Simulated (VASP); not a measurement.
Set up this calculation in VASP 6.6.1, as the native input.

| Quantity | Value |
| --- | --- |
| Task | single point |
| Functional | PBEsol |
| Potentials or basis | VASP PAW PBE potentials, release 64 (Mn_pv) |
| Cutoff | 520 eV |
| k mesh | 23 × 23 × 23 |
| Occupations | fermi-dirac, width 0.05 eV |
| Spin | collinear spin, ferromagnetic start |
| Starting moments | [0.234] μB |
| Dipole correction | no |
| Further INCAR settings | ALGO = Normal; EDIFF = 1e-06; NBANDS = 16 |

The structure of Mn lies in POSCAR:

```
Mn
1.0
    2.2529614098      0.0000000000      0.0000000000
    0.0000000000      2.2529614098      0.0000000000
    0.0000000000      0.0000000000      2.2529614098
Mn
1
Direct
    0.0000000000      0.0000000000      0.0000000000
```

This isn't the form of Mn at room conditions, which is a 58-atom cubic cell.

These files were run (other wordings do the same):

INCAR

```
ALGO = Normal ; EDIFF = 1E-6
ENCUT = 520 ; GGA = PS
ISIF = 2 ; ISMEAR = -1
ISPIN = 2 ; LASPH = True
LCHARG = False ; LMAXMIX = 4
LORBIT = 11 ; LREAL = False
LWAVE = False ; MAGMOM = 0.234
NBANDS = 16 ; NELM = 150
PREC = Accurate ; SIGMA = 0.05
```

KPOINTS

```
k-points
0
Gamma
  23 23 23
```

Potentials or basis: VASP PAW PBE potentials, release 64 (Mn_pv).

Command:

```sh
$ cat potpaw_PBE.64/Mn_pv/POTCAR > POTCAR
$ mpirun -np 1 vasp_std > vasp.out
```

It gave:

The pressure is 0.0 GPa, the net moment is 0.00 μB per cell and the valence electrons inside the program's atomic spheres are Mn 12.08.

Caveat: the PAW data sets were made with another functional, which shifts forces and pressure a little.

Run time: 79 s on 1 thread of Intel(R) Xeon(R) Platinum 8375C CPU @ 2.90GHz (Ice Lake) (shared host), peak memory 0.2 GiB.
